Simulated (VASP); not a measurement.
# CoSi (F-43m) in VASP: a series of runs

The runs below take CoSi through single point, with PBE.

Everything below comes from runs of VASP 6.6.1. Logs are shortened: lines on timing, memory, paths and dates and some standing lists are left out, and cuts for length are marked.

## 1. The cell of the first run

The structure is cubic, space group F-43m (No. 216). Conventional cell: a = 4.986 Å, b = 4.986 Å, c = 4.986 Å, α = 90.00°, β = 90.00°, γ = 90.00°. Within 2.9 Å of Co (site symmetry -43m) lie 4 Si at 2.16 Å. Si (site symmetry -43m) has 4 Co at 2.16 Å within 2.9 Å.

The cell was built from a structure type or drawn by symmetry, and may not be a known phase.

## 2. Single point, PBE, collinear spin, ferromagnetic start

Contents of INCAR:

```
SYSTEM = CoSi
PREC = Accurate
ENCUT = 600
EDIFF = 1E-6
ISMEAR = 0
SIGMA = 0.1
LREAL = .FALSE.
LASPH = .TRUE.
NELM = 200
ALGO = Normal
ISIF = 2
LWAVE = .FALSE.
LCHARG = .FALSE.
ISPIN = 2
MAGMOM = 3 0
LORBIT = 11
LMAXMIX = 4
GGA = PE
NBANDS = 18
GGA_COMPAT = .FALSE.
```

Contents of KPOINTS:

```
Automatic mesh
0
G
  6 6 6
  0 0 0
```

Contents of POSCAR:

```
CoSi
1.0
    0.0000000000      2.4927741000      2.4927741000
    2.4927741000      0.0000000000      2.4927741000
    2.4927741000      2.4927741000      0.0000000000
Co Si
1 1
Direct
    0.2500000000      0.2500000000      0.2500000000
    0.0000000000      0.0000000000      0.0000000000
```

Potentials or basis: VASP PAW PBE potentials, release 64 (Co, Si).

Launch:

```
cat potpaw_PBE.64/Co/POTCAR potpaw_PBE.64/Si/POTCAR > POTCAR
mpirun -np 1 vasp_std > vasp.out
```

OUTCAR:

```text
SYSTEM = CoSi
   PREC = Accurate
   ENCUT = 600
   EDIFF = 1E-6
   ISMEAR = 0
   LREAL = .FALSE.
   LASPH = .TRUE.
   NELM = 200
   ISIF = 2
   ISPIN = 2
   LORBIT = 11
   GGA = PE

 ion  position               nearest neighbor table
   1  0.250  0.250  0.250-   2 2.16   2 2.16   2 2.16   2 2.16
   2  0.000  0.000  0.000-   1 2.16   1 2.16   1 2.16   1 2.16

  LATTYP: Found a face centered cubic cell.
 ALAT       =     4.9855482000

  Lattice vectors:

 A1 = (   0.0000000000,   2.4927741000,   2.4927741000)
 A2 = (   2.4927741000,   0.0000000000,   2.4927741000)
 A3 = (   2.4927741000,   2.4927741000,   0.0000000000)

Analysis of symmetry for initial positions (statically):
=====================================================================
 Subroutine PRICEL returns:
 Original cell was already a primitive cell.

 Routine SETGRP: Setting up the symmetry group for a
 face centered cubic supercell.

 Subroutine GETGRP returns: Found 24 space group operations
 (whereof 24 operations were pure point group operations)
 out of a pool of 48 trial point group operations.

The static configuration has the point symmetry T_d .

Analysis of symmetry for dynamics (positions and initial velocities):
=====================================================================
 Subroutine PRICEL returns:
 Original cell was already a primitive cell.

 Routine SETGRP: Setting up the symmetry group for a
 face centered cubic supercell.

 Subroutine GETGRP returns: Found 24 space group operations
 (whereof 24 operations were pure point group operations)
 out of a pool of 48 trial point group operations.

The dynamic configuration has the point symmetry T_d .

Analysis of structural, dynamic, and magnetic symmetry:
=====================================================================
 Subroutine PRICEL returns:
 Original cell was already a primitive cell.

 Routine SETGRP: Setting up the symmetry group for a
 face centered cubic supercell.

 Subroutine GETGRP returns: Found 24 space group operations
 (whereof 24 operations were pure point group operations)
 out of a pool of 48 trial point group operations.

The overall configuration has the point symmetry T_d .

 Subroutine INISYM returns: Found 24 space group operations
 (whereof 24 operations are pure point group operations),
 and found     1 'primitive' translations

[... 108 lines left out ...]
  Thomas-Fermi vector in A             =   2.360671
   LORBIT       =     11    0 simple, 1 ext, 2 COOP (PROOUT), +10 PAW based schemes
   GGA     = PE    functional components
   LHFCALC =     F    Hartree Fock is set to
   AEXX    =    0.0000 exact exchange contribution
   IVDW    =     0    specifies the selected vdW correction
   LEPSILON=     F    determine dielectric tensor
   LRPA    =     F    only Hartree local field effects (RPA)
 spin polarized calculation
 Gauss-broadening in eV      SIGMA  =   0.10
  energy-cutoff  :      600.00
  volume of cell :       30.98
 maximum number of plane-waves:      1056
   NGX = 15   NGY = 15   NGZ = 15

 number of electron      13.0000004 magnetization       0.0018843

 Free energy of the ion-electron system (eV)
  ---------------------------------------------------
  ext. energy  EPLUGINS =         0.00000000
  ---------------------------------------------------
  free energy    TOTEN  =       -11.69131630 eV

  energy without entropy =      -11.68213379  energy(sigma->0) =      -11.68672504

 E-fermi :   6.6710     XC(G=0): -10.8296

 val. band max:        6.6662603706   @ k =  -0.3333   0.1667   0.0000
 cond. band min:       6.6963703203   @ k =  -0.3333   0.3333   0.0000
 fundamental gap:      0.0301099497
 Fermi energy:         6.6709632016

 spin component 1

 k-point     1 :       0.0000    0.0000    0.0000
  band No.  band energies     occupation
      1      -3.5398      1.00000
      2       4.2146      1.00000
      3       4.2146      1.00000
      4       4.2146      1.00000
      5       5.5578      1.00000
      6       5.5578      1.00000
[... 312 lines left out ...]
      4       4.9097      1.00000
      5       5.5540      1.00000
      6       5.6103      1.00000
[... 10 lines left out ...]
     17      27.3787      0.00000
     18      27.9094      0.00000
 Fermi energy:         6.6709632016

 spin component 2

 k-point     1 :       0.0000    0.0000    0.0000
  band No.  band energies     occupation
      1      -3.5399      1.00000
      2       4.2159      1.00000
      3       4.2159      1.00000
      4       4.2159      1.00000
      5       5.5593      1.00000
      6       5.5593      1.00000
[... 313 lines left out ...]
      5       5.5546      1.00000
      6       5.6120      1.00000
[... 10 lines left out ...]
     17      27.3789      0.00000
     18      27.9092      0.00000

------------------------ aborting loop because EDIFF is reached ----------------------------------------

  FORCE on cell =-STRESS in cart. coord.  units (eV):
  Direction    XX          YY          ZZ          XY          YZ          ZX
  --------------------------------------------------------------------------------------
  -------------------------------------------------------------------------------------
  Total        1.4502851      1.4502851      1.4502851      0.0000000      0.0000000      0.0000000
  in kB       75.0041333     75.0041333     75.0041333      0.0000000      0.0000000      0.0000000
  external PRESSURE =      75.0041333 kB  Pullay stress =       0.0000000 kB

 VOLUME and BASIS-vectors are now :
 -----------------------------------------------------------------------------
  energy-cutoff  :      600.00
  volume of cell :       30.98
      direct lattice vectors                 reciprocal lattice vectors
     0.000000000  2.492774100  2.492774100    -0.200579748  0.200579748  0.200579748
     2.492774100  0.000000000  2.492774100     0.200579748 -0.200579748  0.200579748
     2.492774100  2.492774100  0.000000000     0.200579748  0.200579748 -0.200579748

 POSITION                                       TOTAL-FORCE (eV/Angst)
 -----------------------------------------------------------------------------------
      1.24639      1.24639      1.24639        -0.000000     -0.000000      0.000000
      0.00000      0.00000      0.00000         0.000000      0.000000     -0.000000
 -----------------------------------------------------------------------------------
    total drift:                               -0.000001     -0.000001     -0.000001

  FREE ENERGIE OF THE ION-ELECTRON SYSTEM (eV)
  ---------------------------------------------------
  free  energy   TOTEN  =       -11.6913162954 eV

  energy  without entropy=      -11.6821337935  energy(sigma->0) =      -11.68672504

 total charge

# of ion       s       p       d       tot
------------------------------------------
    1        0.563   0.418   7.599   8.579
    2        0.832   0.884   0.000   1.717
--------------------------------------------------
tot          1.395   1.302   7.599  10.296

 magnetization (x)

# of ion       s       p       d       tot
------------------------------------------
    1        0.000   0.000   0.001   0.001
    2       -0.000  -0.000   0.000  -0.000
--------------------------------------------------
tot          0.000  -0.000   0.001   0.001
```

OSZICAR:

```text
N       E                     dE             d eps       ncg     rms          rms(c)
DAV:   1     0.531077980513E+02    0.53108E+02   -0.59171E+03  1152   0.829E+02
DAV:   2    -0.913114890415E+01   -0.62239E+02   -0.54987E+02  1218   0.173E+02
DAV:   3    -0.123353193264E+02   -0.32042E+01   -0.31216E+01  1372   0.393E+01
DAV:   4    -0.123796977371E+02   -0.44378E-01   -0.44328E-01  1334   0.419E+00
DAV:   5    -0.123807384814E+02   -0.10407E-02   -0.10406E-02  1408   0.713E-01    0.143E+01
DAV:   6    -0.184546243393E+02   -0.60739E+01   -0.52398E+01  1304   0.847E+01    0.237E+01
DAV:   7    -0.116136576152E+02    0.68410E+01   -0.22952E+01  1394   0.568E+01    0.431E+00
DAV:   8    -0.116840592442E+02   -0.70402E-01   -0.51796E-01  1426   0.582E+00    0.200E+00
DAV:   9    -0.116919778540E+02   -0.79186E-02   -0.11230E-01  1522   0.256E+00    0.946E-01
DAV:  10    -0.116912657605E+02    0.71209E-03   -0.41680E-03  1408   0.398E-01    0.313E-01
DAV:  11    -0.116912855032E+02   -0.19743E-04   -0.91224E-04  1580   0.217E-01    0.100E-01
DAV:  12    -0.116913132952E+02   -0.27792E-04   -0.73067E-05  1260   0.555E-02    0.436E-02
DAV:  13    -0.116913169463E+02   -0.36510E-05   -0.77394E-06  1304   0.199E-02    0.154E-02
DAV:  14    -0.116913162954E+02    0.65091E-06   -0.80162E-07   948   0.707E-03
   1 F= -.11691316E+02 E0= -.11686725E+02  d E =-.918250E-02  mag=     0.0009
```

stdout:

```text
POSCAR found type information on POSCAR CoSi
 POSCAR found :  2 types and       2 ions
 scaLAPACK will be used
 LDA part: xc-table for (Slater+PW92), standard interpolation
 POSCAR, INCAR and KPOINTS ok, starting setup
 FFT: planning ... GRIDC
 FFT: planning ... GRID_SOFT
 FFT: planning ... GRID
 WAVECAR not read
 entering main loop
```

Run time: 58 s. Hardware: 1 thread of Intel Xeon 8259CL, shared host; peak memory 0.18 GiB.

What came out:

```
Free energy                                           : -11.6913 eV
Pressure                                              : 7.5 GPa
Net moment                                            : 0.00 μB per cell
Valence electrons inside the program's atomic spheres : Co 8.58; Si 1.72
```

Levels at points of the mesh, in eV from the Fermi level:
Spin up:
| k point | band 4 | band 5 | band 6 | band 7 | band 8 | band 9 |
| --- | --- | --- | --- | --- | --- | --- |
| (0.00, 0.00, 0.00) | -2.46 | -1.11 | -1.11 | 6.90 | 6.90 | 6.90 |
| (0.50, 0.00, 0.00) | -2.24 | -0.93 | -0.93 | -0.61 | 4.29 | 4.29 |
| (0.50, 0.50, 0.00) | -1.43 | -1.43 | -0.70 | -0.25 | 1.11 | 1.11 |
Spin down:
| k point | band 3 | band 4 | band 5 | band 6 | band 7 | band 8 | band 9 | band 10 |
| --- | --- | --- | --- | --- | --- | --- | --- | --- |
| (0.00, 0.00, 0.00) | -2.46 | -2.46 | -1.11 | -1.11 | 6.90 | 6.90 | 6.90 | 7.95 |
| (0.50, 0.00, 0.00) | -2.24 | -2.24 | -0.93 | -0.93 | -0.61 | 4.29 | 4.29 | 8.02 |
| (0.50, 0.50, 0.00) | -1.63 | -1.43 | -1.43 | -0.70 | -0.24 | 1.11 | 1.11 | 6.27 |

Caveat: the k points lie up to 0.36 Å⁻¹ apart.

## 3. Single point, PBE, collinear spin, ferromagnetic start

This run uses another cell than the first one, of 16.42 Å³/atom.

Contents of INCAR:

```
SYSTEM = CoSi
PREC     = Accurate       ! precision mode
ENCUT    = 600            ! plane-wave cutoff, eV
EDIFF    = 1E-6           ! SCF threshold, eV
ISMEAR   = 0              ! smearing method
SIGMA    = 0.1            ! smearing width, eV
LREAL    = .False.        ! projectors in reciprocal space
LASPH    = .True.         ! aspherical terms in the spheres
NELM     = 200            ! most SCF steps
ALGO     = Normal         ! electronic algorithm
ISIF     = 2              ! what is computed and relaxed
LWAVE    = .False.        ! write WAVECAR
LCHARG   = .True.         ! write CHGCAR
ISPIN    = 2              ! spin polarisation
MAGMOM   = 3 0            ! initial moments
LORBIT   = 11             ! projections on sites
LMAXMIX  = 4              ! l up to which the mixer works
GGA      = PE             ! functional
LELF     = .True.         ! ELF
LVHAR    = .True.       
NBANDS   = 18             ! bands
GGA_COMPAT= .False.
```

Contents of KPOINTS:

```
Automatic mesh
0
Gamma
  6 6 6
  0 0 0
```

Contents of POSCAR:

```
CoSi
1.0
    0.0000000000      2.5415439300      2.5415439300
    2.5415439300      0.0000000000      2.5415439300
    2.5415439300      2.5415439300      0.0000000000
Co Si
1 1
Direct
    0.2500000000      0.2500000000      0.2500000000
    0.0000000000      0.0000000000      0.0000000000
```

Potentials or basis: VASP PAW PBE potentials, release 64 (Co, Si).

Launch:

```
cat potpaw_PBE.64/Co/POTCAR potpaw_PBE.64/Si/POTCAR > POTCAR
mpirun -np 1 vasp_std > vasp.out
```

Wall time 72 s (1 thread of Intel Xeon 8259CL, shared host); peak memory 0.19 GiB.

It converged, with:

```yaml
Free_energy: -11.7349 eV
Pressure: 0.3 GPa
Net_moment: 0.00 μB per cell
Valence_electrons_inside_the_program's_atomic_spheres: Co 8.47; Si 1.68
```

Levels at points of the mesh, in eV from the Fermi level:
Spin up:
```
           k point  band 2  band 3  band 4  band 5  band 6  band 7  band 8  band 9  band 10  band 11
(0.00, 0.00, 0.00)   -2.30   -2.30   -2.30   -1.01   -1.01    6.46    6.46    6.46     7.76     7.76
(0.50, 0.00, 0.00)   -4.11   -2.09   -2.09   -0.85   -0.85   -0.57    4.05    4.05     7.68     8.66
(0.50, 0.50, 0.00)   -4.14   -1.45   -1.36   -1.36   -0.64   -0.26    1.07    1.07     6.10     6.13
```
Spin down:
```csv
k point,band 4,band 5,band 6,band 7,band 8,band 9
"(0.00, 0.00, 0.00)",-2.30,-1.01,-1.01,6.46,6.46,6.46
"(0.50, 0.00, 0.00)",-2.09,-0.85,-0.85,-0.57,4.05,4.05
"(0.50, 0.50, 0.00)",-1.36,-1.36,-0.64,-0.26,1.07,1.07
```
